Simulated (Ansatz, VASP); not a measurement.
## GaN: VASP beside Ansatz

```
Ga N
1.0
     0.00000    2.13524    2.13524
     2.13524    0.00000    2.13524
     2.13524    2.13524    0.00000
Ga N
1 1
Direct
  0.00000 0.00000 0.00000
  0.50000 0.50000 0.50000
```

Alike in both runs: task single point; functional PBE-based screened hybrid with a share of 0.25 of exact exchange and HFSCREEN = 0.6; k mesh 6 × 6 × 6; occupations fermi-dirac, width 0.05 eV; no spin polarisation.

|  | VASP | Ansatz |
| --- | --- | --- |
| version | VASP 6.6.1 | Ansatz 0.2.0 |
| potentials or method | VASP PAW PBE potentials, release 64 (Ga_d, N) | Ansatz PAW |
| plane-wave cutoff (eV) | 520 | 420 |
| valence electrons in the cell | 18 | 18 |

VASP gave:

| Quantity | Value |
| --- | --- |
| gap on the k mesh at the Fermi level (eV) | 0.97 |
| least direct gap on the mesh (eV) | 2.91 |
| pressure (GPa) | -5.8 |

Q: Which values does Ansatz return?

A: gap on the k mesh at the Fermi level (eV): 0.98; least direct gap on the mesh (eV): 2.91; pressure (GPa): -6.8.

VASP's potentials were made for PBE, not for PBE-based screened hybrid.

The k mesh is coarse, so the values compare programs but aren't converged.
